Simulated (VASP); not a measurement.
# PbSe (P4/nmm) in VASP: further runs

Runs on PbSe. Level: PBEsol. Tasks: single point, relaxation of cell and atoms.

Program: VASP 6.6.1. These are calculated values, not measurements. Logs are shortened: lines on timing, memory, paths and dates and some standing lists are left out, and cuts for length are marked.

## Step 1: The cell of the first run

It takes space group P4/nmm (No. 129, tetragonal). The conventional cell has a = 5.281 Å, b = 5.281 Å, c = 4.097 Å, α = 90.00°, β = 90.00°, γ = 90.00°. Pb (site symmetry 4mm) has 8 Se at 2.97 to 3.81 Å within 3.9 Å. Within 3.9 Å of Se (site symmetry -4m2) lie 8 Pb at 2.97 to 3.81 Å and 4 Se at 3.73 Å.

## Step 2: Single point, PBEsol (volume scaled by 1.040)

INCAR reads:

```
PREC = Accurate
ENCUT = 520
EDIFF = 1E-6
ISMEAR = 0
SIGMA = 0.05
LREAL = False
LASPH = True
NELM = 100
ALGO = Normal
ISIF = 2
LWAVE = False
LCHARG = True
GGA = PS
LELF = True
LVHAR = True
NBANDS = 28
```

KPOINTS reads:

```
regular mesh
0
Gamma
  6 6 8
```

POSCAR reads:

```
PbSe
1.0
    5.2811743197      0.0000000000      0.0000000000
    0.0000000000      5.2811743197      0.0000000000
    0.0000000000      0.0000000000      4.0967841360
Pb Se
2 2
Direct
    0.5000000000      0.0000000000      0.3303895582
    0.0000000000      0.5000000000      0.6696104418
    0.0000000000      0.0000000000      0.0000000000
    0.5000000000      0.5000000000      0.0000000000
```

Potentials or basis: VASP PAW PBE potentials, release 64 (Pb_d, Se).

On the command line:

```sh
$ cat potpaw_PBE.64/Pb_d/POTCAR potpaw_PBE.64/Se/POTCAR > POTCAR
$ mpirun -np 1 vasp_std > vasp.out
```

OUTCAR:

```text
PREC = Accurate
   ENCUT = 520
   EDIFF = 1E-6
   ISMEAR = 0
   LREAL = False
   LASPH = True
   NELM = 100
   ISIF = 2
   GGA = PS

 ion  position               nearest neighbor table
   1  0.500  0.000  0.330-   3 2.97   4 2.97   4 2.97   3 2.97   2 3.98   2 3.98   2 3.98   2 3.98

   2  0.000  0.500  0.670-   3 2.97   4 2.97   3 2.97   4 2.97   1 3.98   1 3.98   1 3.98   1 3.98

   3  0.000  0.000  0.000-   1 2.97   2 2.97   2 2.97   1 2.97
   4  0.500  0.500  0.000-   1 2.97   2 2.97   1 2.97   2 2.97

  LATTYP: Found a simple tetragonal cell.
 ALAT       =     5.2811743197
 C/A-ratio  =     0.7757335562

  Lattice vectors:

 A1 = (   5.2811743197,   0.0000000000,   0.0000000000)
 A2 = (   0.0000000000,   5.2811743197,   0.0000000000)
 A3 = (   0.0000000000,   0.0000000000,   4.0967841360)

Analysis of symmetry for initial positions (statically):
=====================================================================
 Subroutine PRICEL returns:
 Original cell was already a primitive cell.

 Routine SETGRP: Setting up the symmetry group for a
 simple tetragonal supercell.

 Subroutine GETGRP returns: Found 16 space group operations
 (whereof  8 operations were pure point group operations)
 out of a pool of 16 trial point group operations.

The static configuration has the point symmetry D_2d.
 The point group associated with its full space group is D_4h.

Analysis of symmetry for dynamics (positions and initial velocities):
=====================================================================
 Subroutine PRICEL returns:
 Original cell was already a primitive cell.

 Routine SETGRP: Setting up the symmetry group for a
 simple tetragonal supercell.

 Subroutine GETGRP returns: Found 16 space group operations
 (whereof  8 operations were pure point group operations)
 out of a pool of 16 trial point group operations.

The dynamic configuration has the point symmetry D_2d.
 The point group associated with its full space group is D_4h.

 Subroutine INISYM returns: Found 16 space group operations
 (whereof  8 operations are pure point group operations),
 and found     1 'primitive' translations

----------------------------------------------------------------------------------------

                                     Primitive cell

  volume of cell :     114.2626

  direct lattice vectors                    reciprocal lattice vectors
     5.281174320  0.000000000  0.000000000     0.189351826  0.000000000  0.000000000
     0.000000000  5.281174320  0.000000000     0.000000000  0.189351826  0.000000000
     0.000000000  0.000000000  4.096784136     0.000000000  0.000000000  0.244093896

  length of vectors
     5.281174320  5.281174320  4.096784136     0.189351826  0.189351826  0.244093896

  position of ions in fractional coordinates (direct lattice)
     0.500000000  0.000000000  0.330389558
     0.000000000  0.500000000  0.669610442
     0.000000000  0.000000000  0.000000000
     0.500000000  0.500000000  0.000000000

  ion indices of the primitive-cell ions
   primitive index   ion index
                 1           1
                 2           2
                 3           3
                 4           4

----------------------------------------------------------------------------------------

 KPOINTS: regular mesh

Automatic generation of k-mesh.
 Grid dimensions read from file:
 generate k-points for:    6    6    8

 Generating k-lattice:

  Cartesian coordinates                     Fractional coordinates (reciprocal lattice)
     0.031558638  0.000000000  0.000000000     0.166666667  0.000000000  0.000000000
     0.000000000  0.031558638  0.000000000     0.000000000  0.166666667  0.000000000
     0.000000000  0.000000000  0.030511737     0.000000000  0.000000000  0.125000000

  Length of vectors
     0.031558638  0.031558638  0.030511737

  Shift w.r.t. Gamma in fractional coordinates (k-lattice)
     0.000000000  0.000000000  0.000000000

 Subroutine IBZKPT returns following result:
 ===========================================

 Found     50 irreducible k-points:

 Following reciprocal coordinates:
            Coordinates               Weight
  0.000000  0.000000  0.000000      1.000000
  0.166667  0.000000  0.000000      4.000000
  0.333333  0.000000  0.000000      4.000000
  0.500000  0.000000  0.000000      2.000000
  0.166667  0.166667  0.000000      4.000000
  0.333333  0.166667  0.000000      8.000000
[... 16 lines left out ...]
  0.333333  0.000000  0.250000      8.000000
  0.500000  0.000000  0.250000      4.000000
 [... further k-points ...]
   k-points           NKPTS =     50   k-points in BZ     NKDIM =     50   number of bands    NBANDS=     28
   number of dos      NEDOS =    301   number of ions     NIONS =      4
   total plane-waves  NPLWV =  48000
   dimension x,y,z NGX =    40 NGY =   40 NGZ =   30
   dimension x,y,z NGXF=    80 NGYF=   80 NGZF=   60
   ions per type =               2   2
[... 28 lines left out ...]
   EFERMI_NEDOS =   21; number of points for ismear=-14 and -15
   IALGO  =     38    algorithm
   IMIX   =      4    mixing-type and parameters
     AMIX     =   0.40;   BMIX     =  1.00
     AMIX_MAG =   1.60;   BMIX_MAG =  1.00
  volume/ion in A,a.u.               =      28.57       192.77
  Fermi-wavevector in a.u.,A,eV,Ry     =   1.153790  2.180347 18.112505  1.331232
  Thomas-Fermi vector in A             =   2.290431
   LORBIT       =      0    0 simple, 1 ext, 2 COOP (PROOUT), +10 PAW based schemes
   GGA     = PS    functional components
   LHFCALC =     F    Hartree Fock is set to
   AEXX    =    0.0000 exact exchange contribution
   IVDW    =     0    specifies the selected vdW correction
   LEPSILON=     F    determine dielectric tensor
   LRPA    =     F    only Hartree local field effects (RPA)
 non-spin polarized calculation
 Gauss-broadening in eV      SIGMA  =   0.05
  energy-cutoff  :      520.00
  volume of cell :      114.26
 maximum number of plane-waves:      3112
 NGX is ok and might be reduce to    40
   NGX = 19   NGY = 19   NGZ = 15

 number of electron      40.0000001 magnetization

 Free energy of the ion-electron system (eV)
  ---------------------------------------------------
  ext. energy  EPLUGINS =         0.00000000
  ---------------------------------------------------
  free energy    TOTEN  =       -17.14996142 eV

  energy without entropy =      -17.14996044  energy(sigma->0) =      -17.14996093

 E-fermi :   4.7042     XC(G=0):  -9.7742

 val. band max:        4.5794806990   @ k =   0.5000   0.5000   0.5000
 cond. band min:       4.8397468270   @ k =   0.1667   0.1667   0.3750
 fundamental gap:      0.2602661279
 Fermi energy:         4.7042079181

 k-point     1 :       0.0000    0.0000    0.0000
  band No.  band energies     occupation
      1     -12.0253      2.00000
      2     -11.9849      2.00000
      3     -11.9794      2.00000
      4     -11.9565      2.00000
      5     -11.9506      2.00000
      6     -11.9506      2.00000
[... 20 lines left out ...]
     27      10.0563      0.00000
     28      10.9335      0.00000

 k-point     2 :       0.1667    0.0000    0.0000
  band No.  band energies     occupation
      1     -12.0144      2.00000
      2     -11.9860      2.00000
      3     -11.9796      2.00000
      4     -11.9535      2.00000
      5     -11.9497      2.00000
      6     -11.9475      2.00000
[... 20 lines left out ...]
     27      10.6974      0.00000
     28      11.5232      0.00000

 k-point     3 :       0.3333    0.0000    0.0000
  band No.  band energies     occupation
      1     -11.9879      2.00000
      2     -11.9859      2.00000
      3     -11.9815      2.00000
      4     -11.9478      2.00000
      5     -11.9477      2.00000
      6     -11.9407      2.00000
[... 20 lines left out ...]
     27      11.4400      0.00000
     28      11.8993      0.00000

 k-point     4 :       0.5000    0.0000    0.0000
  band No.  band energies     occupation
      1     -11.9850      2.00000
      2     -11.9850      2.00000
      3     -11.9565      2.00000
      4     -11.9565      2.00000
      5     -11.9461      2.00000
      6     -11.9461      2.00000
[... 578 lines left out ...]
     27      11.0426      0.00000
     28      12.7050      0.00000

 k-point    23 :       0.3333    0.0000    0.2500
  band No.  band energies     occupation
      1     -11.9924      2.00000
      2     -11.9806      2.00000
      3     -11.9688      2.00000
      4     -11.9555      2.00000
      5     -11.9548      2.00000
      6     -11.9368      2.00000
[... 20 lines left out ...]
     27      12.2332      0.00000
     28      12.5171      0.00000

 k-point    24 :       0.5000    0.0000    0.2500
  band No.  band energies     occupation
      1     -11.9891      2.00000
      2     -11.9891      2.00000
      3     -11.9643      2.00000
      4     -11.9643      2.00000
      5     -11.9424      2.00000
      6     -11.9424      2.00000
[... 20 lines left out ...]
     27      12.9160      0.00000
     28      12.9160      0.00000

 [... further k-points ...]
[... 5 lines left out ...]
  --------------------------------------------------------------------------------------
  -------------------------------------------------------------------------------------
  Total       -0.6936168     -0.6936168     -0.6839827      0.0000000      0.0000000      0.0000000
  in kB       -9.7258166     -9.7258166     -9.5907284      0.0000000      0.0000000      0.0000000
  external PRESSURE =      -9.6807872 kB  Pullay stress =       0.0000000 kB

 VOLUME and BASIS-vectors are now :
 -----------------------------------------------------------------------------
  energy-cutoff  :      520.00
  volume of cell :      114.26
      direct lattice vectors                 reciprocal lattice vectors
     5.281174320  0.000000000  0.000000000     0.189351826  0.000000000  0.000000000
     0.000000000  5.281174320  0.000000000     0.000000000  0.189351826  0.000000000
     0.000000000  0.000000000  4.096784136     0.000000000  0.000000000  0.244093896

 POSITION                                       TOTAL-FORCE (eV/Angst)
 -----------------------------------------------------------------------------------
      2.64059      0.00000      1.35353         0.000000     -0.000000      0.008940
      0.00000      2.64059      2.74325        -0.000000      0.000000     -0.008940
      0.00000      0.00000      0.00000         0.000000     -0.000000      0.000000
      2.64059      2.64059      0.00000        -0.000000      0.000000      0.000000
 -----------------------------------------------------------------------------------
    total drift:                               -0.000000      0.000000     -0.000000

  FREE ENERGIE OF THE ION-ELECTRON SYSTEM (eV)
  ---------------------------------------------------
  free  energy   TOTEN  =       -17.1499614237 eV

  energy  without entropy=      -17.1499604394  energy(sigma->0) =      -17.14996093
```

It took 84 s on 1 thread of Intel Xeon Platinum 8375C at 2.90GHz (Ice Lake), shared host; peak memory 0.29 GiB.

Results:

```yaml
Free_energy: -17.1500 eV
Pressure: -1.0 GPa
Largest_force: 0.009 eV/Å
Band_gap_on_the_k_mesh: 0.26 eV, indirect (least direct gap 0.71 eV)
```

Forces on the atoms (eV/Å):
```
Pb   0.000  0.000  0.009
Pb   0.000  0.000 -0.009
Se   0.000  0.000  0.000
Se   0.000  0.000  0.000
```

Caveat: the cell differs from its parent crystal (volume scaled by 1.040); the PAW data sets were made with another functional, which shifts forces and pressure a little; spin-orbit coupling is left out, which moves the levels of the heavy elements. A k mesh can miss the band edges.

## Step 3: Relaxation of cell and atoms, PBEsol

This run uses another cell than the first one, of 42.22 Å³/atom, 1.478 times its volume.

INCAR reads:

```
PREC = Accurate ; ENCUT = 600
EDIFF = 1E-6 ; ISMEAR = 0
SIGMA = 0.05 ; LREAL = F
LASPH = T ; NELM = 100
ALGO = Normal ; ISIF = 3
LWAVE = F ; LCHARG = F
GGA = PS ; IBRION = 2
NSW = 80 ; EDIFFG = -0.01
```

KPOINTS reads:

```
Automatic mesh
0
Gamma
  6 6 6
```

POSCAR reads:

```
PbSe
1.0
    5.1175807461      0.0000000000      0.0000000000
    0.0000000000      5.1175807461      0.0000000000
    0.0000000000      0.0000000000      6.4485777211
Pb Se
2 2
Direct
    0.5000000000      0.0000000000      0.2368000000
    0.0000000000      0.5000000000      0.7632000000
    0.0000000000      0.0000000000      0.0000000000
    0.5000000000      0.5000000000      0.0000000000
```

Potentials or basis: VASP PAW PBE potentials, release 64 (Pb_d, Se).

On the command line:

```sh
$ cat potpaw_PBE.64/Pb_d/POTCAR potpaw_PBE.64/Se/POTCAR > POTCAR
$ mpirun -np 1 vasp_std > vasp.out
```

It took 60 min on 1 thread of AMD EPYC 7R43 (Zen 3), shared host; peak memory 0.45 GiB.

The run converged. Its results:

| Quantity | Value |
| --- | --- |
| Free energy | -17.1631 eV |
| Relaxed volume | 27.51 Å³/atom |
| Relaxed cell | a = 5.247 Å, b = 5.247 Å, c = 3.996 Å, α = 90.00°, β = 90.00°, γ = 90.00° |
| Space group after relaxing (to 0.05 Å) | P4/nmm (No. 129) |
| Energy gained by relaxing | 182.9 meV/atom |
| Ionic steps | 37 |
| Pressure after relaxing | 0.0 GPa |
| Band gap on the k mesh | 0.17 eV, indirect (least direct gap 0.53 eV) |

Step by step:
| step | energy change (eV) | largest force (eV/Å) | pressure (GPa) | volume (Å³) |
| --- | --- | --- | --- | --- |
| 1 | 0.0000 | 0.8676 | -2.26 | 168.89 |
| 2 | -0.1314 | 0.0224 | 0.82 | 154.74 |
| 3 | -0.1341 | 0.0954 | 0.36 | 156.40 |
| 4 | -0.1681 | 0.0836 | 0.20 | 156.67 |
| 5 | -0.2447 | 0.0613 | -0.50 | 157.03 |
| 6 | -0.2314 | 0.0051 | -2.10 | 155.73 |
| 7 | -0.2638 | 0.0400 | -1.10 | 156.88 |
| 8 | -0.2850 | 0.1214 | -0.64 | 153.25 |
| 9 | -0.2966 | 0.2908 | -0.11 | 149.29 |
| 10 | -0.2980 | 0.3621 | 0.14 | 147.60 |
| 11 | -0.3120 | 0.3739 | 0.01 | 145.75 |
| 12 | -0.3531 | 0.4156 | -0.33 | 139.95 |
| 13 | -0.3950 | 0.4945 | -0.75 | 127.21 |
| 14 | -0.3951 | 0.4823 | -0.70 | 130.38 |
| 15 | -0.4177 | 0.5233 | -0.41 | 127.00 |
| 16 | -0.4355 | 0.6429 | 0.94 | 116.97 |
| 17 | -0.4398 | 0.6141 | 0.46 | 119.82 |
| 18 | -0.4796 | 0.5638 | 0.26 | 118.53 |
| 19 | -0.5686 | 0.4027 | -0.14 | 114.70 |
| 20 | -0.6053 | 0.1111 | 0.01 | 107.14 |
| 21 | -0.6941 | 0.0316 | 0.71 | 104.85 |
| 22 | -0.6973 | 0.0786 | 0.92 | 104.24 |
| 23 | -0.6896 | 0.2566 | -1.50 | 109.61 |
| 24 | -0.7045 | 0.1507 | -0.16 | 106.39 |
| 25 | -0.7103 | 0.1445 | 0.04 | 106.52 |
| 26 | -0.7141 | 0.1313 | 0.37 | 106.71 |
| 27 | -0.7175 | 0.1313 | 0.21 | 107.32 |
| 28 | -0.7231 | 0.1280 | -0.14 | 108.73 |
| 29 | -0.7247 | 0.1129 | -0.84 | 111.60 |
| 30 | -0.7256 | 0.1203 | -0.58 | 110.44 |
| 31 | -0.7285 | 0.0819 | -0.39 | 110.45 |
| 32 | -0.7308 | 0.0239 | -0.11 | 110.48 |
| 33 | -0.7309 | 0.0045 | -0.05 | 110.49 |
| 34 | -0.7312 | 0.0059 | -0.04 | 110.40 |
| 35 | -0.7316 | 0.0032 | -0.03 | 110.15 |
| 36 | -0.7312 | 0.0008 | 0.02 | 109.65 |
| 37 | -0.7317 | 0.0015 | 0.00 | 110.02 |

Final structure:
```
Pb Se
1.0
     5.24694    0.00000    0.00000
     0.00000    5.24694    0.00000
     0.00000    0.00000    3.99640
Pb Se
2 2
Direct
  0.50000 0.00000 0.34683
  0.00000 0.50000 0.65317
  0.00000 0.00000 0.00000
  0.50000 0.50000 0.00000
```

Levels at points of the mesh, in eV from the valence-band top:
```
           k point  band 18  band 19  band 20  band 21  band 22  band 23
(0.00, 0.00, 0.00)    -1.50    -1.28    -0.23     2.35     4.59     4.59
(0.50, 0.00, 0.00)    -1.25    -0.40    -0.40     1.87     1.87     4.73
(0.50, 0.50, 0.00)    -0.49    -0.18    -0.18     0.56     0.56     3.37
(0.00, 0.00, 0.50)    -1.46    -1.19    -1.19     0.54     0.69     0.69
(0.50, 0.00, 0.50)    -2.29    -1.59    -1.59     1.87     1.87     2.77
(0.50, 0.50, 0.50)    -3.77    -0.03    -0.03     4.29     4.29     4.30
```

Caveat: the volume moved by over 15 % at a fixed basis, so the end points are rough; the PAW data sets were made with another functional, which shifts forces and pressure a little; spin-orbit coupling is left out, which moves the levels of the heavy elements. A k mesh can miss the band edges.

## Step 4: Single point, PBEsol

This run uses another cell than the first one, of 27.47 Å³/atom, 0.962 times its volume.

INCAR reads:

```
PREC     = Accurate       # precision mode
ENCUT    = 520            # plane-wave cutoff, eV
EDIFF    = 1E-7           # SCF threshold, eV
ISMEAR   = 0              # smearing method
SIGMA    = 0.05           # smearing width, eV
LREAL    = False          # projectors in reciprocal space
LASPH    = True           # aspherical terms in the spheres
NELM     = 100            # most SCF steps
ALGO     = Normal         # electronic algorithm
ISIF     = 2              # what is computed and relaxed
LWAVE    = False          # write WAVECAR
LCHARG   = True           # write CHGCAR
GGA      = PS             # functional
LELF     = True           # ELF
LVHAR    = True         
NBANDS   = 28             # bands
```

KPOINTS reads:

```
Automatic mesh
0
Gamma
  6 6 8
```

POSCAR reads:

```
PbSe
1.0
    5.2442851051      0.0000000000      0.0000000000
    0.0000000000      5.2442851051      0.0000000000
    0.0000000000      0.0000000000      3.9948286820
Pb Se
2 2
Direct
    0.5000000000      0.0000000000      0.3465467582
    0.0000000000      0.5000000000      0.6534532418
    0.0000000000      0.0000000000      0.0000000000
    0.5000000000      0.5000000000      0.0000000000
```

On the command line:

```sh
$ cat potpaw_PBE.64/Pb_d/POTCAR potpaw_PBE.64/Se/POTCAR > POTCAR
$ mpirun -np 1 vasp_std > vasp.out
```

Run time: 1.9 min. Hardware: 1 thread of AMD EPYC 7R43 (Zen 3), shared host; peak memory 0.26 GiB.

Results (log left out):

- Free energy: -17.1638 eV
- Pressure: 0.0 GPa
- Largest force: 0.012 eV/Å
- Band gap on the k mesh: 0.16 eV, indirect (least direct gap 0.60 eV)

Forces on the atoms (eV/Å):
```
Pb   0.000  0.000  0.012
Pb   0.000  0.000 -0.012
Se   0.000  0.000  0.000
Se   0.000  0.000  0.000
```

Levels at points of the mesh, in eV from the valence-band top:
| k point | band 16 | band 17 | band 18 | band 19 | band 20 | band 21 | band 22 | band 23 | band 24 | band 25 |
| --- | --- | --- | --- | --- | --- | --- | --- | --- | --- | --- |
| (0.00, 0.00, 0.00) | -4.40 | -1.47 | -1.47 | -1.25 | -0.19 | 2.38 | 4.64 | 4.64 | 4.67 | 5.38 |
| (0.50, 0.00, 0.00) | -3.22 | -1.22 | -1.22 | -0.37 | -0.37 | 1.90 | 1.90 | 4.77 | 4.77 | 4.99 |
| (0.50, 0.50, 0.00) | -1.04 | -0.46 | -0.46 | -0.15 | -0.15 | 0.60 | 0.60 | 3.41 | 3.41 | 4.08 |
| (0.00, 0.00, 0.50) | -3.13 | -1.97 | -1.43 | -1.16 | -1.16 | 0.57 | 0.72 | 0.72 | 0.87 | 4.59 |
| (0.50, 0.00, 0.50) | -3.40 | -2.26 | -2.26 | -1.56 | -1.56 | 1.91 | 1.91 | 2.81 | 2.81 | 4.66 |
| (0.50, 0.50, 0.50) | -4.01 | -3.74 | -3.74 | 0.00 | 0.00 | 4.33 | 4.33 | 4.34 | 4.34 | 4.48 |

Caveat: the PAW data sets were made with another functional, which shifts forces and pressure a little; spin-orbit coupling is left out, which moves the levels of the heavy elements. A k mesh can miss the band edges.

## Step 5: The runs side by side

```tsv
task	cell	k mesh	cutoff (eV)	gap on the mesh (eV)	pressure (GPa)	largest force (eV/Å)
single point	a = 5.281, b = 5.281, c = 4.097 Å, 4 atoms	6 × 6 × 8	520	0.26	-1.0	0.01
relaxation of cell and atoms	relaxed from a = 5.118, b = 5.118, c = 6.449 Å, 4 atoms	6 × 6 × 6	600	0.17	0.0	-
single point	a = 5.244, b = 5.244, c = 3.995 Å, 4 atoms	6 × 6 × 8	520	0.16	0.0	0.01
```

Alike in all rows: level PBEsol; potentials or basis VASP PAW PBE potentials, release 64 (Pb_d, Se); no spin polarisation; smearing gaussian 0.05 eV.

Caveats: the PAW data sets were made with another functional, which shifts forces and pressure a little; spin-orbit coupling is left out, which moves the levels of the heavy elements; the volume moved by over 15 % at a fixed basis, so the end points are rough (some runs).

Absolute energies hang on the potentials; compare differences alone.
